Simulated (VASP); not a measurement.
Wanted: the native input for a VASP 6.6.1 run.

- Task: single point
- Functional: PBE
- Potentials or basis: VASP PAW PBE potentials, release 64 (Hf_pv, Sc_sv, N)
- Cutoff: 520 eV
- k mesh: 8 × 8 × 8
- Occupations: gaussian, width 0.1 eV
- Spin: no spin polarisation
- Dipole correction: no
- Further INCAR settings: ALGO = Normal; EDIFF = 1e-06; NBANDS = 38

The structure of Hf2Sc3N lies in POSCAR:

```
Hf2Sc3N
1.0
    2.3478547838     -5.8995718575      0.0000000000
    2.3478547838      5.8995718575      0.0000000000
    0.0000000000      0.0000000000      5.3994079909
Hf Sc N
2 3 1
Direct
    0.5000000000      0.0000000000      0.5000000000
    0.0000000000      0.5000000000      0.5000000000
    0.6232924456      0.3767075544      0.0000000000
    0.3767075544      0.6232924456      0.0000000000
    0.5000000000      0.5000000000      0.5000000000
    0.0000000000      0.0000000000      0.0000000000
```

The cell was built from a structure type or drawn by symmetry, and may not be a known phase.

One way to write it, as run:

INCAR

```
SYSTEM = Hf2Sc3N
  ALGO = Normal
  EDIFF = 1E-6
  ENCUT = 520
  GGA = PE
  ISIF = 2
  ISMEAR = 0
  LASPH = .TRUE.
  LCHARG = .TRUE.
  LELF = .TRUE.
  LREAL = .FALSE.
  LVHAR = .TRUE.
  LWAVE = .FALSE.
  NBANDS = 38
  NELM = 100
  PREC = Accurate
  SIGMA = 0.1
```

KPOINTS

```
k-points
0
G
  8 8 8
  0 0 0
```

Potentials or basis: VASP PAW PBE potentials, release 64 (Hf_pv, Sc_sv, N).

Run with:

```sh
$ cat potpaw_PBE.64/Hf_pv/POTCAR potpaw_PBE.64/Sc_sv/POTCAR potpaw_PBE.64/N/POTCAR > POTCAR
$ mpirun -np 1 vasp_std > vasp.out
```

It gave:

```json
{
 "Pressure": "-0.1 GPa",
 "Largest force": "0.005 eV/Å",
 "Band gap on the k mesh": "zero (bands 29 and 30 overlap by 0.36 eV)"
}
```

Caveat: spin-orbit coupling is left out, which moves the levels of the heavy elements.

Wall time 11 min on 1 thread of AMD EPYC 9R45 96-Core Processor (Zen 5), on a shared host, peak memory 0.63 GiB.
